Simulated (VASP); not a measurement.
# SnO (P4/nmm) in VASP: further runs

SnO is run at these levels: r2SCAN, HSE06; tasks: single point.

Program: VASP 6.6.1. These are calculated values, not measurements. Logs are shortened: lines on timing, memory, paths and dates and some standing lists are left out, and cuts for length are marked.

## (1) The cell of the first run

It takes space group P4/nmm (No. 129, tetragonal). Conventional cell: a = 3.679 Å, b = 3.679 Å, c = 4.616 Å, α = 90.00°, β = 90.00°, γ = 90.00°. Sn (site symmetry 4mm) has 4 O at 2.18 Å within 2.9 Å. O (site symmetry -4m2) has 4 Sn at 2.18 Å and 4 O at 2.60 Å within 2.9 Å.

## (2) Single point, r2SCAN, non-collinear spin, zero start, spin-orbit coupling (strain -3.0%)

File POSCAR:

```
SnO
1.0
    3.6788104198      0.0000000000      0.0000000000
    0.0000000000      3.6788104198      0.0000000000
    0.0000000000      0.0000000000      4.6156356110
Sn O
2 2
Direct
    0.0000000000      0.5000000000      0.2551525588
    0.5000000000      0.0000000000      0.7448474412
    0.5000000000      0.5000000000      0.0000000000
    0.0000000000      0.0000000000      0.0000000000
```

File INCAR.step1:

```
  PREC = Accurate
  ENCUT = 660
  ISMEAR = -1
  SIGMA = 0.02
  LREAL = F
  LASPH = T
  NELM = 200
  MAGMOM = 0 0 0 0 0 0 0 0 0 0 0 0
  LSORBIT = T
  GGA_COMPAT = F
  NBANDS = 54
  GGA = PE
  ALGO = Normal
  EDIFF = 1E-5
  LWAVE = T
  LCHARG = F
```

File INCAR.step2:

```
  PREC = Accurate
  ENCUT = 660
  EDIFF = 1E-6
  ISMEAR = -1
  SIGMA = 0.02
  LREAL = F
  LASPH = T
  NELM = 200
  ALGO = Normal
  ISIF = 2
  LWAVE = F
  LCHARG = T
  MAGMOM = 0 0 0 0 0 0 0 0 0 0 0 0
  LORBIT = 11
  LSORBIT = T
  GGA_COMPAT = F
  LORBMOM = T
  METAGGA = R2SCAN
  LMIXTAU = T
  LVHAR = T
  NBANDS = 54
  ISTART = 1
```

File KPOINTS:

```
regular mesh
0
Gamma
  6 6 6
```

Potentials or basis: VASP PAW PBE potentials, release 64 (Sn_d, O).

Run with:

```sh
$ cat potpaw_PBE.64/Sn_d/POTCAR potpaw_PBE.64/O/POTCAR > POTCAR
$ cp INCAR.step1 INCAR
$ mpirun -np 1 vasp_ncl > vasp.out
$ cp INCAR.step2 INCAR
$ mpirun -np 1 vasp_ncl > vasp.out
```

OUTCAR:

```text
PREC = Accurate
   ENCUT = 660
   EDIFF = 1E-6
   ISMEAR = -1
   LREAL = F
   LASPH = T
   NELM = 200
   ISIF = 2
   LORBIT = 11
   LSORBIT = T
   METAGGA = R2SCAN
   ISTART = 1

 ion  position               nearest neighbor table
   1  0.000  0.500  0.255-   3 2.18   4 2.18   4 2.18   3 2.18   2 3.45   2 3.45   2 3.45   2 3.45
                             2 3.51   2 3.51   2 3.51   2 3.51
   2  0.500  0.000  0.745-   3 2.18   4 2.18   3 2.18   4 2.18   1 3.45   1 3.45   1 3.45   1 3.45
                             1 3.51   1 3.51   1 3.51   1 3.51
   3  0.500  0.500  0.000-   1 2.18   2 2.18   2 2.18   1 2.18
   4  0.000  0.000  0.000-   1 2.18   2 2.18   1 2.18   2 2.18

  LATTYP: Found a simple tetragonal cell.
 ALAT       =     3.6788104198
 C/A-ratio  =     1.2546543813

  Lattice vectors:

 A1 = (   3.6788104198,   0.0000000000,   0.0000000000)
 A2 = (   0.0000000000,   3.6788104198,   0.0000000000)
 A3 = (   0.0000000000,   0.0000000000,   4.6156356110)

Analysis of symmetry for initial positions (statically):
=====================================================================
 Subroutine PRICEL returns:
 Original cell was already a primitive cell.

 Routine SETGRP: Setting up the symmetry group for a
 simple tetragonal supercell.

 Subroutine GETGRP returns: Found 16 space group operations
 (whereof  8 operations were pure point group operations)
 out of a pool of 16 trial point group operations.

The static configuration has the point symmetry D_2d.
 The point group associated with its full space group is D_4h.

Analysis of symmetry for dynamics (positions and initial velocities):
=====================================================================
 Subroutine PRICEL returns:
 Original cell was already a primitive cell.

 Routine SETGRP: Setting up the symmetry group for a
 simple tetragonal supercell.

 Subroutine GETGRP returns: Found 16 space group operations
 (whereof  8 operations were pure point group operations)
 out of a pool of 16 trial point group operations.

The dynamic configuration has the point symmetry D_2d.
 The point group associated with its full space group is D_4h.

Analysis of structural, dynamic, and magnetic symmetry:
=====================================================================
 Subroutine PRICEL returns:
 Original cell was already a primitive cell.

 Routine SETGRP: Setting up the symmetry group for a
 simple tetragonal supercell.

 Subroutine GETGRP returns: Found 16 space group operations
 (whereof  8 operations were pure point group operations)
 out of a pool of 16 trial point group operations.

The overall configuration has the point symmetry D_2d.
 The point group associated with its full space group is D_4h.

 Subroutine INISYM returns: Found 16 space group operations
 (whereof  8 operations are pure point group operations),
 and found     1 'primitive' translations

----------------------------------------------------------------------------------------

                                     Primitive cell

  volume of cell :      62.4664

  direct lattice vectors                    reciprocal lattice vectors
     3.678810420  0.000000000  0.000000000     0.271827000  0.000000000  0.000000000
     0.000000000  3.678810420  0.000000000     0.000000000  0.271827000  0.000000000
     0.000000000  0.000000000  4.615635611     0.000000000  0.000000000  0.216654884

  length of vectors
     3.678810420  3.678810420  4.615635611     0.271827000  0.271827000  0.216654884

  position of ions in fractional coordinates (direct lattice)
     0.000000000  0.500000000  0.255152559
     0.500000000  0.000000000  0.744847441
     0.500000000  0.500000000  0.000000000
     0.000000000  0.000000000  0.000000000

  ion indices of the primitive-cell ions
   primitive index   ion index
                 1           1
                 2           2
                 3           3
                 4           4

----------------------------------------------------------------------------------------

 KPOINTS: regular mesh

Automatic generation of k-mesh.
 Grid dimensions read from file:
 generate k-points for:    6    6    6

 Generating k-lattice:

  Cartesian coordinates                     Fractional coordinates (reciprocal lattice)
     0.045304500  0.000000000  0.000000000     0.166666667  0.000000000  0.000000000
     0.000000000  0.045304500  0.000000000     0.000000000  0.166666667  0.000000000
     0.000000000  0.000000000  0.036109147     0.000000000  0.000000000  0.166666667
[... 71 lines left out ...]
   EFERMI =   0.00;   METHOD = LEGACY
   ISMEAR =    -1;   SIGMA  =   0.02  broadening in eV -4-tet -1-fermi 0-gaus
   EFERMI_NEDOS =   21; number of points for ismear=-14 and -15
   IALGO  =     38    algorithm
   IMIX   =      4    mixing-type and parameters
     AMIX     =   0.40;   BMIX     =  1.00
     AMIX_MAG =   1.60;   BMIX_MAG =  1.00
  volume/ion in A,a.u.               =      15.62       105.39
[... 58 lines left out ...]
  external PRESSURE =      75.8902901 kB  Pullay stress =       0.0000000 kB

 VOLUME and BASIS-vectors are now :
 -----------------------------------------------------------------------------
  energy-cutoff  :      660.00
  volume of cell :       62.47
      direct lattice vectors                 reciprocal lattice vectors
     3.678810420  0.000000000  0.000000000     0.271827000  0.000000000  0.000000000
     0.000000000  3.678810420  0.000000000     0.000000000  0.271827000  0.000000000
     0.000000000  0.000000000  4.615635611     0.000000000  0.000000000  0.216654884

 POSITION                                       TOTAL-FORCE (eV/Angst)
 -----------------------------------------------------------------------------------
      0.00000      1.83941      1.17769        -0.000000     -0.000000      0.137739
      1.83941      0.00000      3.43794         0.000000     -0.000000     -0.137739
      1.83941      1.83941      0.00000        -0.000000      0.000000     -0.000000
      0.00000      0.00000      0.00000         0.000000     -0.000000     -0.000000
 -----------------------------------------------------------------------------------
    total drift:                                0.000000     -0.000000      0.000000

  FREE ENERGIE OF THE ION-ELECTRON SYSTEM (eV)
  ---------------------------------------------------
  free  energy   TOTEN  =       -66.8135203191 eV

  energy  without entropy=      -66.8129497589  energy(sigma->0) =      -66.81323504

 orbital moment (x)

 # of ion     p       d       tot
 ----------------------------------------
  1         0.000   0.000   0.000
  2         0.000   0.000   0.000
  3         0.000   0.000   0.000
  4         0.000   0.000   0.000
 ----------------------------------------
            0.000   0.000   0.000

 orbital moment (y)

 # of ion     p       d       tot
 ----------------------------------------
  1         0.000   0.000   0.000
  2         0.000  -0.000   0.000
  3        -0.000   0.000  -0.000
  4        -0.000   0.000  -0.000
 ----------------------------------------
            0.000   0.000   0.000

 orbital moment (z)

 # of ion     p       d       tot
 ----------------------------------------
  1         0.000   0.000   0.000
  2         0.000   0.000   0.000
  3        -0.000   0.000  -0.000
  4         0.000   0.000   0.000
 ----------------------------------------
           -0.000   0.000   0.000

 Spin-Orbit-Coupling matrix elements

 Ion:    1  E_soc:     -0.0742846
 l=   1
     0.0000000    -0.0071911    -0.0052926
    -0.0071911     0.0000000    -0.0071911
    -0.0052926    -0.0071911     0.0000000
 l=   2
     0.0000000    -0.0011715     0.0000000    -0.0011715    -0.0046025
    -0.0011715     0.0000000    -0.0035490    -0.0011438    -0.0011401
     0.0000000    -0.0035490     0.0000000    -0.0035490     0.0000000
    -0.0011715    -0.0011438    -0.0035490     0.0000000    -0.0011401
    -0.0046025    -0.0011401     0.0000000    -0.0011401     0.0000000
 l=   3
     0.0000000     0.0000000     0.0000000     0.0000000     0.0000000     0.0000000     0.0000000
     0.0000000     0.0000000     0.0000000     0.0000000     0.0000000     0.0000000     0.0000000
     0.0000000     0.0000000     0.0000000     0.0000000     0.0000000     0.0000000     0.0000000
     0.0000000     0.0000000     0.0000000     0.0000000     0.0000000     0.0000000     0.0000000
[... 49 lines left out ...]
 l=   2
     0.0000000     0.0000000     0.0000000     0.0000000     0.0000000
     0.0000000     0.0000000     0.0000000     0.0000000     0.0000000
     0.0000000     0.0000000     0.0000000     0.0000000     0.0000000
     0.0000000     0.0000000     0.0000000     0.0000000     0.0000000
     0.0000000     0.0000000     0.0000000     0.0000000     0.0000000
 l=   3
     0.0000000     0.0000000     0.0000000     0.0000000     0.0000000     0.0000000     0.0000000
     0.0000000     0.0000000     0.0000000     0.0000000     0.0000000     0.0000000     0.0000000
     0.0000000     0.0000000     0.0000000     0.0000000     0.0000000     0.0000000     0.0000000
     0.0000000     0.0000000     0.0000000     0.0000000     0.0000000     0.0000000     0.0000000
     0.0000000     0.0000000     0.0000000     0.0000000     0.0000000     0.0000000     0.0000000
     0.0000000     0.0000000     0.0000000     0.0000000     0.0000000     0.0000000     0.0000000
     0.0000000     0.0000000     0.0000000     0.0000000     0.0000000     0.0000000     0.0000000

 total charge

# of ion       s       p       d       tot
------------------------------------------
    1        1.184   0.897  10.108  12.190
    2        1.184   0.897  10.108  12.190
    3        1.577   3.506   0.000   5.083
    4        1.577   3.506   0.000   5.083
--------------------------------------------------
tot          5.523   8.807  20.217  34.547

 magnetization (x)

# of ion       s       p       d       tot
------------------------------------------
    1        0.000   0.000   0.000   0.000
    2        0.000   0.000   0.000   0.000
    3        0.000   0.000   0.000   0.000
    4        0.000   0.000   0.000   0.000
--------------------------------------------------
tot          0.000   0.000   0.000   0.000

 magnetization (y)

# of ion       s       p       d       tot
------------------------------------------
    1        0.000   0.000   0.000   0.000
    2        0.000   0.000   0.000   0.000
    3        0.000   0.000   0.000   0.000
    4        0.000   0.000   0.000   0.000
--------------------------------------------------
tot          0.000   0.000   0.000   0.000

 magnetization (z)

# of ion       s       p       d       tot
------------------------------------------
    1        0.000   0.000   0.000   0.000
    2        0.000   0.000   0.000   0.000
    3       -0.000   0.000   0.000  -0.000
    4        0.000   0.000   0.000   0.000
--------------------------------------------------
tot         -0.000   0.000   0.000  -0.000
```

It took 11 min on 1 thread of Intel Xeon 6975P-C (Granite Rapids), shared host; peak memory 0.59 GiB.

What came out:

```yaml
Free_energy: -66.8135 eV
Pressure: 7.6 GPa
Largest_force: 0.138 eV/Å
Net_moment: 0.00 μB per cell
Valence_electrons_inside_the_program's_atomic_spheres: Sn 12.19; O 5.08
```

Forces in eV/Å, atoms in the order of the input:
```
Sn   0.000  0.000  0.138
Sn   0.000  0.000 -0.138
O    0.000  0.000  0.000
O    0.000  0.000  0.000
```

Moments on the atoms (μB; x, y, z):
```
Sn  0.00 0.00 0.00
Sn  0.00 0.00 0.00
O   0.00 0.00 0.00
O   0.00 0.00 0.00
```

Caveat: the cell differs from its parent crystal (strain -3.0%); the cell stands under pressure; the PAW data sets were made with another functional, which shifts forces and pressure a little.

## (3) Single point, HSE06 (strain +1.0%)

File POSCAR:

```
SnO
1.0
    3.8305139423      0.0000000000      0.0000000000
    0.0000000000      3.8305139423      0.0000000000
    0.0000000000      0.0000000000      4.8059711001
Sn O
2 2
Direct
    0.0000000000      0.5000000000      0.2364286208
    0.5000000000      0.0000000000      0.7635713792
    0.5000000000      0.5000000000      0.0000000000
    0.0000000000      0.0000000000      0.0000000000
```

File INCAR.step1:

```
PREC = Accurate
ENCUT = 520
EDIFF = 1E-5
ISMEAR = 0
SIGMA = 0.01
LREAL = False
LASPH = True
NELM = 120
ALGO = Normal
ISIF = 2
LWAVE = True
LCHARG = False
NBANDS = 28
GGA = PE
GGA_COMPAT = False
KPAR = 4
```

File INCAR.step2:

```
PREC = Accurate
ENCUT = 520
EDIFF = 1E-6
ISMEAR = 0
SIGMA = 0.01
LREAL = False
LASPH = True
NELM = 120
ALGO = Normal
ISIF = 2
LWAVE = False
LCHARG = False
GGA = PE
LHFCALC = True
HFSCREEN = 0.2079
PRECFOCK = Normal
NBANDS = 28
ISTART = 1
GGA_COMPAT = False
KPAR = 4
```

File KPOINTS:

```
Automatic mesh
0
Gamma
  4 4 4
```

Potentials or basis: VASP PAW PBE potentials, release 64 (Sn_d, O).

Run with:

```sh
$ cat potpaw_PBE.64/Sn_d/POTCAR potpaw_PBE.64/O/POTCAR > POTCAR
$ cp INCAR.step1 INCAR
$ mpirun -np 4 vasp_std > vasp.out
$ cp INCAR.step2 INCAR
$ mpirun -np 4 vasp_std > vasp.out
```

Wall time 26 min (4 MPI ranks of Intel Xeon Platinum 8488C (Sapphire Rapids), shared host); peak memory 0.3 GiB.

It converged, with:

- Free energy: -27.9992 eV
- Pressure: -0.4 GPa
- Largest force: 0.029 eV/Å
- Band gap on the k mesh: 0.56 eV (least direct gap 2.67 eV)

Forces on the atoms (eV/Å):
```
Sn   0.000  0.000 -0.029
Sn   0.000  0.000  0.029
O    0.000  0.000  0.000
O    0.000  0.000  0.000
```

Stress tensor (GPa, compression positive):
```
-1.01  0.00  0.00
 0.00 -1.01  0.00
 0.00  0.00  0.83
```

Levels at points of the mesh, in eV from the valence-band top:
| k point | band 16 | band 17 | band 18 | band 19 | band 20 | band 21 | band 22 | band 23 | band 24 | band 25 |
| --- | --- | --- | --- | --- | --- | --- | --- | --- | --- | --- |
| (0.00, 0.00, 0.00) | -7.33 | -4.33 | -4.08 | -4.08 | 0.00 | 2.74 | 5.11 | 5.44 | 5.44 | 6.69 |
| (0.50, 0.00, 0.00) | -5.90 | -5.85 | -5.85 | -3.07 | -3.07 | 3.96 | 3.96 | 6.82 | 6.82 | 6.91 |
| (0.50, 0.50, 0.00) | -6.05 | -3.36 | -3.36 | -2.10 | -2.10 | 0.56 | 0.56 | 5.23 | 5.23 | 8.45 |
| (0.00, 0.00, 0.50) | -4.41 | -4.09 | -4.09 | -3.14 | -2.66 | 2.27 | 3.61 | 3.61 | 4.17 | 8.83 |
| (0.50, 0.00, 0.50) | -6.39 | -5.81 | -5.81 | -2.09 | -2.09 | 3.28 | 3.28 | 6.24 | 6.24 | 7.66 |
| (0.50, 0.50, 0.50) | -6.48 | -3.36 | -3.36 | -2.98 | -2.98 | 2.95 | 2.95 | 4.92 | 4.92 | 6.52 |

Caveat: the cell differs from its parent crystal (strain +1.0%); the PAW data sets were made with another functional, which shifts forces and pressure a little; spin-orbit coupling is left out, which moves the levels of the heavy elements.

## (4) Single point, HSE06 (strain -4.0%)

File POSCAR:

```
SnO
1.0
    3.6408845392      0.0000000000      0.0000000000
    0.0000000000      3.6408845392      0.0000000000
    0.0000000000      0.0000000000      4.5680517387
Sn O
2 2
Direct
    0.0000000000      0.5000000000      0.2593225850
    0.5000000000      0.0000000000      0.7406774150
    0.5000000000      0.5000000000      0.0000000000
    0.0000000000      0.0000000000      0.0000000000
```

File INCAR.step1:

```
ALGO = Normal
EDIFF = 1E-5
ENCUT = 520
GGA = PE
GGA_COMPAT = F
ISIF = 2
ISMEAR = -1
KPAR = 4
LASPH = T
LCHARG = F
LREAL = F
LWAVE = T
NBANDS = 28
NELM = 120
PREC = Accurate
SIGMA = 0.02
```

File INCAR.step2:

```
ALGO = Normal
EDIFF = 1E-6
ENCUT = 520
GGA = PE
GGA_COMPAT = F
HFSCREEN = 0.2079
ISIF = 2
ISMEAR = -1
ISTART = 1
KPAR = 4
LASPH = T
LCHARG = F
LHFCALC = T
LREAL = F
LWAVE = F
NBANDS = 28
NELM = 120
PREC = Accurate
PRECFOCK = Normal
SIGMA = 0.02
```

File KPOINTS:

```
k-points
0
Gamma
  4 4 4
```

Run with:

```sh
$ cat potpaw_PBE.64/Sn_d/POTCAR potpaw_PBE.64/O/POTCAR > POTCAR
$ cp INCAR.step1 INCAR
$ mpirun -np 4 vasp_std > vasp.out
$ cp INCAR.step2 INCAR
$ mpirun -np 4 vasp_std > vasp.out
```

It took 27 min on 4 MPI ranks of Intel Xeon Platinum 8259CL at 2.50GHz (Skylake/Cascade Lake), shared host; peak memory 0.29 GiB.

It converged, with:

| Quantity | Value |
| --- | --- |
| Free energy | -27.7560 eV |
| Pressure | 9.3 GPa |
| Largest force | 0.054 eV/Å |
| Band gap on the k mesh | zero (bands 20 and 21 overlap by 1.30 eV) |

Forces on the atoms (eV/Å):
```
Sn   0.000  0.000  0.054
Sn   0.000  0.000 -0.054
O    0.000  0.000  0.000
O    0.000  0.000  0.000
```

Stress tensor (GPa, compression positive):
```
11.28  0.00  0.00
 0.00 11.28  0.00
 0.00  0.00  5.23
```

Levels at points of the mesh, in eV from the Fermi level:
```tsv
k point	band 17	band 18	band 19	band 20	band 21	band 22	band 23	band 24
(0.00, 0.00, 0.00)	-4.92	-4.33	-4.33	0.74	3.74	4.96	4.96	6.01
(0.50, 0.00, 0.00)	-6.39	-6.39	-4.08	-4.08	4.47	4.47	6.90	6.90
(0.50, 0.50, 0.00)	-3.58	-3.58	-2.52	-2.52	-0.56	-0.56	4.95	4.95
(0.00, 0.00, 0.50)	-4.34	-4.34	-3.59	-2.19	2.93	2.93	2.94	4.35
(0.50, 0.00, 0.50)	-6.33	-6.33	-2.61	-2.61	3.65	3.65	6.12	6.12
(0.50, 0.50, 0.50)	-3.70	-3.70	-3.59	-3.59	2.21	2.21	5.51	5.51
```

Caveat: the k points lie up to 0.43 Å⁻¹ apart, too coarse for converged energies and pressures of a metal; the cell differs from its parent crystal (strain -4.0%); the PAW data sets were made with another functional, which shifts forces and pressure a little; spin-orbit coupling is left out, which moves the levels of the heavy elements.

## (5) Overview

| level | spin | cell | k mesh | cutoff (eV) | smearing | grid for exact exchange (PRECFOCK) | share of exact exchange | screening parameter | gap on the mesh (eV) | pressure (GPa) | largest force (eV/Å) |
| --- | --- | --- | --- | --- | --- | --- | --- | --- | --- | --- | --- |
| r2SCAN | non-collinear, zero start, SOC | a = 3.679, b = 3.679, c = 4.616 Å, 4 atoms, strain -3.0% | 6 × 6 × 6 | 660 | fermi-dirac 0.02 eV | - | - | - | - | 7.6 | 0.14 |
| HSE06 | off | a = 3.831, b = 3.831, c = 4.806 Å, 4 atoms, strain +1.0% | 4 × 4 × 4 | 520 | gaussian 0.01 eV | Normal | 0.25 | 0.2079 1/Å | 0.56 | -0.4 | 0.03 |
| HSE06 | off | a = 3.641, b = 3.641, c = 4.568 Å, 4 atoms, strain -4.0% | 4 × 4 × 4 | 520 | fermi-dirac 0.02 eV | Normal | 0.25 | 0.2079 1/Å | none | 9.3 | 0.05 |

Alike in all rows: task single point; potentials or basis VASP PAW PBE potentials, release 64 (Sn_d, O).

Caveats: some runs use coarse meshes; the PAW data sets were made with another functional, which shifts forces and pressure a little; spin-orbit coupling is left out, which moves the levels of the heavy elements (at least some runs); the cell stands under pressure (at least some runs).

Absolute energies hang on the potentials; compare differences alone.
